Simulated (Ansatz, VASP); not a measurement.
**One calculation of Nb, two programs**

File INCAR:

```
SYSTEM = Nb
  PREC = Accurate
  ENCUT = 500
  EDIFF = 1E-7
  ISMEAR = 1
  SIGMA = 0.05
  LREAL = .False.
  LASPH = .True.
  NELM = 120
  ALGO = Normal
  ISIF = 3
  LWAVE = .False.
  LCHARG = .False.
  GGA = PE
  IVDW = 13
  IBRION = 2
  NSW = 80
  EDIFFG = -0.01
  GGA_COMPAT = .False.
  NELMIN = 4
```

KPOINTS

```
Automatic mesh
0
Gamma
  11 11 11
  0 0 0
```

POSCAR

```
Nb
1.0
    0.0000000000      2.1150000000      2.1150000000
    2.1150000000      0.0000000000      2.1150000000
    2.1150000000      2.1150000000      0.0000000000
Nb
1
Direct
    0.0000000000      0.0000000000      0.0000000000
```

Input for Ansatz:

```yaml
crystal:
  lattice:
    bravais: fcc
    a: 4.23
  space_group: 225
  atoms:
    - { symbol: Nb, position: [0.0, 0.0, 0.0] }
  reduce_to_primitive: true
basis:
  ecutwfc: 489.804952427784
kpoints:
  mp_grid:
    grid: [11, 11, 11]
hamiltonian:
  xc: pbe
  dispersion: d4
  pseudopotentials:
    kind: paw
    azcp:
      folder: soft_1
scf:
  occupations:
    method: methfessel_paxton
    width: 0.05
relax:
  cell: {}
```

Alike in both runs: task relaxation of cell and atoms; functional PBE; dispersion D4; k mesh 11 × 11 × 11; occupations methfessel-paxton of order 1, width 0.05 eV; no spin polarisation.

|  | VASP | Ansatz |
| --- | --- | --- |
| version | VASP 6.6.1 | Ansatz 0.2.0 |
| potentials or method | VASP PAW PBE potentials, release 64 (Nb_sv), cutoff 500 eV | plane waves, PAW |
| valence electrons in the cell | 13 | 13 |

```csv
,VASP,Ansatz,Ansatz less VASP
relaxed volume (Å³/atom),18.37,18.40,+0.030
relaxed cell length with the largest relative difference (Å),2.962,2.963,+0.0016
```
